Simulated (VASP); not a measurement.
# AgI (P6_3mc) in VASP: notebook, part 2 of 2

VASP 6.6.1.

## 3. Single point, PBE (epitaxial xy strain -2.0%)

The input, INCAR:

```
SYSTEM = AgI
PREC = Accurate
ENCUT = 500
EDIFF = 1E-6
ISMEAR = -1
SIGMA = 0.02
LREAL = .FALSE.
LASPH = .TRUE.
NELM = 120
ALGO = Normal
ISIF = 2
LWAVE = .FALSE.
LCHARG = .FALSE.
GGA = PE
NBANDS = 26
GGA_COMPAT = .FALSE.
```

The input, KPOINTS:

```
regular mesh
0
G
  6 6 4
  0 0 0
```

The input, POSCAR:

```
AgI
1.0
    4.5578543080      0.0000000000      0.0000000000
   -2.2789271540      3.9472176175      0.0000000000
    0.0000000000      0.0000000000      7.7814807230
Ag I
2 2
Direct
    0.3333333333      0.6666666667      0.0061068244
    0.6666666667      0.3333333333      0.5061068244
    0.3333333333      0.6666666667      0.3688931756
    0.6666666667      0.3333333333      0.8688931756
```

Potentials or basis: VASP PAW PBE potentials, release 64 (Ag, I).

Launch:

```
> cat potpaw_PBE.64/Ag/POTCAR potpaw_PBE.64/I/POTCAR > POTCAR
> mpirun -np 1 vasp_std > vasp.out
```

It took 56 s on 1 thread of Intel Xeon Platinum 8259CL at 2.50GHz (Skylake/Cascade Lake), shared host; peak memory 0.29 GiB.

It converged, with:

```yaml
Free_energy: -9.5537 eV
Pressure: 1.0 GPa
Largest_force: 0.007 eV/Å
Band_gap_on_the_k_mesh: 1.33 eV
```

Forces on the atoms (eV/Å):
```
Ag   0.000  0.000 -0.007
Ag   0.000  0.000 -0.007
I    0.000  0.000  0.007
I    0.000  0.000  0.007
```

Stress tensor (GPa, compression positive):
```
1.24 0.00 0.00
0.00 1.24 0.00
0.00 0.00 0.57
```

Levels at points of the mesh, in eV from the valence-band top:
```csv
k point,band 15,band 16,band 17,band 18,band 19,band 20,band 21,band 22
"(0.00, 0.00, 0.00)",-0.69,-0.10,0.00,0.00,1.33,2.90,5.65,5.94
"(0.50, 0.00, 0.00)",-2.14,-1.66,-1.08,-0.61,3.26,3.74,4.71,5.63
"(0.00, 0.00, 0.50)",-0.35,-0.35,-0.35,-0.35,2.72,2.72,5.58,5.58
"(0.50, 0.00, 0.50)",-1.30,-1.30,-1.13,-1.13,3.17,3.17,4.94,4.94
```

Caveat: the cell differs from its parent crystal (epitaxial xy strain -2.0%); spin-orbit coupling is left out, which moves the levels of the heavy elements.

## 4. Single point, PBE (uniaxial z strain -1.0%)

The input, INCAR:

```
PREC = Accurate
ENCUT = 500
EDIFF = 1E-6
ISMEAR = -1
SIGMA = 0.02
LREAL = False
LASPH = True
NELM = 120
ALGO = Normal
ISIF = 2
LWAVE = False
LCHARG = False
GGA = PE
NBANDS = 26
GGA_COMPAT = False
```

The input, KPOINTS:

```
regular mesh
0
Gamma
  6 6 4
```

The input, POSCAR:

```
AgI
1.0
    4.6508717428      0.0000000000      0.0000000000
   -2.3254358714      4.0277730790      0.0000000000
    0.0000000000      0.0000000000      7.5233037214
Ag I
2 2
Direct
    0.3333333333      0.6666666667     -0.0014179145
    0.6666666667      0.3333333333      0.4985820855
    0.3333333333      0.6666666667      0.3764179145
    0.6666666667      0.3333333333      0.8764179145
```

Potentials or basis: VASP PAW PBE potentials, release 64 (Ag, I).

Launch:

```
> cat potpaw_PBE.64/Ag/POTCAR potpaw_PBE.64/I/POTCAR > POTCAR
> mpirun -np 1 vasp_std > vasp.out
```

OUTCAR:

```text
PREC = Accurate
   ENCUT = 500
   EDIFF = 1E-6
   ISMEAR = -1
   LREAL = False
   LASPH = True
   NELM = 120
   ISIF = 2
   GGA = PE

 ion  position               nearest neighbor table
   1  0.333  0.667  0.999-   4 2.84   4 2.84   4 2.84   3 2.84
   2  0.667  0.333  0.499-   3 2.84   3 2.84   3 2.84   4 2.84
   3  0.333  0.667  0.376-   2 2.84   2 2.84   2 2.84   1 2.84
   4  0.667  0.333  0.876-   1 2.84   1 2.84   1 2.84   2 2.84

  LATTYP: Found a hexagonal cell.
[... 804 lines left out ...]
  Direction    XX          YY          ZZ          XY          YZ          ZX
  --------------------------------------------------------------------------------------
  -------------------------------------------------------------------------------------
  Total        0.7186425      0.7186425      0.8925340      0.0000000      0.0000000      0.0000000
  in kB        8.1698775      8.1698775     10.1467601      0.0000000      0.0000000      0.0000000
  external PRESSURE =       8.8288383 kB  Pullay stress =       0.0000000 kB

 VOLUME and BASIS-vectors are now :
 -----------------------------------------------------------------------------
  energy-cutoff  :      500.00
  volume of cell :      140.93
      direct lattice vectors                 reciprocal lattice vectors
     4.650871743  0.000000000  0.000000000     0.215013455  0.124138076  0.000000000
    -2.325435871  4.027773079  0.000000000     0.000000000  0.248276152  0.000000000
     0.000000000  0.000000000  7.523303721     0.000000000  0.000000000  0.132920328

 POSITION                                       TOTAL-FORCE (eV/Angst)
 -----------------------------------------------------------------------------------
     -0.00000      2.68518      7.51264         0.000000     -0.000000      0.001373
      2.32544      1.34259      3.75098        -0.000000      0.000000      0.001373
     -0.00000      2.68518      2.83191         0.000000      0.000000     -0.001373
      2.32544      1.34259      6.59356        -0.000000     -0.000000     -0.001373
 -----------------------------------------------------------------------------------
    total drift:                               -0.000000      0.000000     -0.000993

  FREE ENERGIE OF THE ION-ELECTRON SYSTEM (eV)
  ---------------------------------------------------
  free  energy   TOTEN  =        -9.5673280587 eV

  energy  without entropy=       -9.5673280587  energy(sigma->0) =       -9.56732806
```

stdout:

```text
POSCAR found type information on POSCAR AgI
 POSCAR found :  2 types and       4 ions
 scaLAPACK will be used
 LDA part: xc-table for (Slater+PW92), standard interpolation
 POSCAR, INCAR and KPOINTS ok, starting setup
 FFT: planning ... GRIDC
 FFT: planning ... GRID_SOFT
 FFT: planning ... GRID
 WAVECAR not read
 entering main loop
```

Wall time 59 s (1 thread of Intel Xeon Platinum 8259CL at 2.50GHz (Skylake/Cascade Lake), shared host); peak memory 0.28 GiB.

What came out:

```yaml
Free_energy: -9.5673 eV
Pressure: 0.9 GPa
Band_gap_on_the_k_mesh: 1.38 eV
```

Stress tensor (GPa, compression positive):
```
0.82 0.00 0.00
0.00 0.82 0.00
0.00 0.00 1.01
```

Levels at points of the mesh, in eV from the valence-band top:
```tsv
k point	band 14	band 15	band 16	band 17	band 18	band 19	band 20	band 21	band 22	band 23
(0.00, 0.00, 0.00)	-0.68	-0.68	-0.06	0.00	0.00	1.38	2.59	5.76	5.76	6.03
(0.50, 0.00, 0.00)	-2.53	-2.08	-1.71	-0.96	-0.70	3.34	3.58	4.89	5.90	6.30
(0.00, 0.00, 0.50)	-1.61	-0.35	-0.35	-0.35	-0.35	2.64	2.64	5.66	5.66	6.05
(0.50, 0.00, 0.50)	-2.70	-1.20	-1.20	-1.15	-1.15	3.31	3.31	4.89	4.89	7.33
```

Caveat: the cell differs from its parent crystal (uniaxial z strain -1.0%); spin-orbit coupling is left out, which moves the levels of the heavy elements.

## 5. The runs side by side

```tsv
cell	gap on the mesh (eV)	pressure (GPa)	largest force (eV/Å)
a = 4.418, b = 4.418, c = 7.219 Å, angles 90.0, 90.0, 120.0°, 4 atoms, strain -5.0%	1.39	7.3	0.01
a = 4.558, b = 4.558, c = 7.781 Å, angles 90.0, 90.0, 120.0°, 4 atoms, epitaxial xy strain -2.0%	1.33	1.0	0.01
a = 4.651, b = 4.651, c = 7.523 Å, angles 90.0, 90.0, 120.0°, 4 atoms, uniaxial z strain -1.0%	1.38	0.9	-
```

Alike in all rows: task single point; level PBE; potentials or basis VASP PAW PBE potentials, release 64 (Ag, I); no spin polarisation; k mesh 6 × 6 × 4; cutoff (eV) 500; smearing fermi-dirac 0.02 eV.

Caveats: spin-orbit coupling is left out, which moves the levels of the heavy elements; the cell stands under pressure (at least some runs).

Total energies depend on the potentials used, so only differences within one code and one set of settings carry meaning.
